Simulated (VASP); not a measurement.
**BaTe: single point with PBEsol**

The system is BaTe.

```
Ba Te
1.0
     0.00000    3.41000    3.41000
     3.41000    0.00000    3.41000
     3.41000    3.41000    0.00000
Ba Te
1 1
Direct
  0.00000 0.00000 0.00000
  0.50000 0.50000 0.50000
```

| Item | Value |
| --- | --- |
| Program | VASP 6.6.1 |
| Task | single point |
| Functional | PBEsol |
| Potentials or basis | VASP PAW PBE potentials, release 64 (Ba_sv, Te) |
| Cutoff | 500 eV |
| k mesh | 8 × 8 × 8 |
| Occupations | gaussian, width 0.05 eV |
| Spin | no spin polarisation |
| Dipole correction | no |
| Further INCAR settings | ALGO = Normal; EDIFF = 1e-06; NBANDS = 15 |

```json
{"Pressure": "2.4 GPa", "Band gap on the k mesh": "1.24 eV (least direct gap 1.62 eV)"}
```

Levels at points of the mesh, in eV from the valence-band top:
```
           k point  band 5  band 6  band 7  band 8  band 9  band 10  band 11  band 12
(0.00, 0.00, 0.00)   -9.76    0.00    0.00    0.00    2.80     2.80     2.80     3.07
(0.50, 0.00, 0.00)   -8.76   -2.51   -1.32   -1.32    4.18     4.88     5.00     5.00
(0.50, 0.50, 0.00)   -9.53   -1.17   -0.38   -0.38    1.24     4.53     4.88     5.93
```

It took 44 s on 1 thread of AMD EPYC 7R43 64-Core Processor (Zen 3) (shared host), peak memory 0.18 GiB.

Caveat: the PAW data sets were made with another functional, which shifts forces and pressure a little; spin-orbit coupling is left out, which moves the levels of the heavy elements. A k mesh can miss the band edges.
